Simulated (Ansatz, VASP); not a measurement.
One calculation of Te2Mo, two programs

INCAR

```
SYSTEM = Te2Mo
PREC = Accurate
ENCUT = 520
EDIFF = 1E-7
ISMEAR = -1
SIGMA = 0.02
LREAL = .FALSE.
LASPH = .TRUE.
NELM = 100
ALGO = Normal
ISIF = 2
LWAVE = .FALSE.
LCHARG = .FALSE.
GGA = PE
NBANDS = 20
```

The input KPOINTS:

```
regular mesh
0
G
  12 12 4
  0 0 0
```

File POSCAR:

```
Te2Mo
1.0
    3.6184478960      0.0000000000      0.0000000000
   -1.8092239480      3.1336678002      0.0000000000
    0.0000000000      0.0000000000      7.8269141206
Te Mo
2 1
Direct
    0.3333333333      0.6666666667      0.7741131127
    0.3333333333      0.6666666667      0.2258868873
    0.0000000000      0.0000000000      0.0000000000
```

Input for Ansatz:

```yaml
crystal:
  lattice:
    - [3.618447896, 0.0, 0.0]
    - [-1.809223948, 3.1336678002, 0.0]
    - [0.0, 0.0, 7.8269141206]
  atoms:
    - { symbol: Te, position: [0.3333333333, 0.6666666667, 0.7741131127] }
    - { symbol: Te, position: [0.3333333333, 0.6666666667, 0.2258868873] }
    - { symbol: Mo, position: [0.0, 0.0, 0.0] }
kpoints:
  mp_grid: { grid: [12, 12, 4] }
  band_path:
    path:
      - [0.0, 0.0, 0.0]
      - [0.5, 0.0, 0.0]
      - [0.3333333333, 0.3333333333, 0.0]
      - [0.0, 0.0, 0.5]
      - [0.5, 0.0, 0.5]
      - [0.3333333333, 0.3333333333, 0.5]
    npoints: 1
hamiltonian:
  xc: pbe
scf:
  occupations: { method: fermi_dirac, width: 0.02 }
  n_extra_bands: 4
output:
  forces: true
  stress: true
  eigenvalues: true
  write_density: true
  write_potential: true
  elf: true
  volumetric_format: npy
```

Change from the starting cell: biaxial_xy strain +2.3%.

Alike in both runs: task single point; functional PBE; k mesh 12 × 12 × 4; occupations fermi-dirac, width 0.02 eV; no spin polarisation.

```csv
,VASP,Ansatz
version,VASP 6.6.1,Ansatz 0.2.0
potentials or method,"VASP PAW PBE potentials, release 64 (Te, Mo_sv)","plane waves, PAW"
plane-wave cutoff (eV),520,420
valence electrons in the cell,26,46
```

```tsv
	VASP	Ansatz	Ansatz less VASP
gap on the k mesh at the Fermi level (eV)	0.83	0.84	+0.009
pressure (GPa)	-0.3	-0.3	-0.02
traceless stress, the component that is largest in VASP (GPa)	2.49	2.43	-0.059
rms of the force components (eV/Å)	0.093	0.087	-0.0068
```

Atom by atom the forces differ by 0.007 eV/Å (rms over components). VASP's potentials hold 26 valence electrons a cell and Ansatz's 46, so a difference there can come from the potentials and not from the codes.

Neither program's run includes spin-orbit coupling.
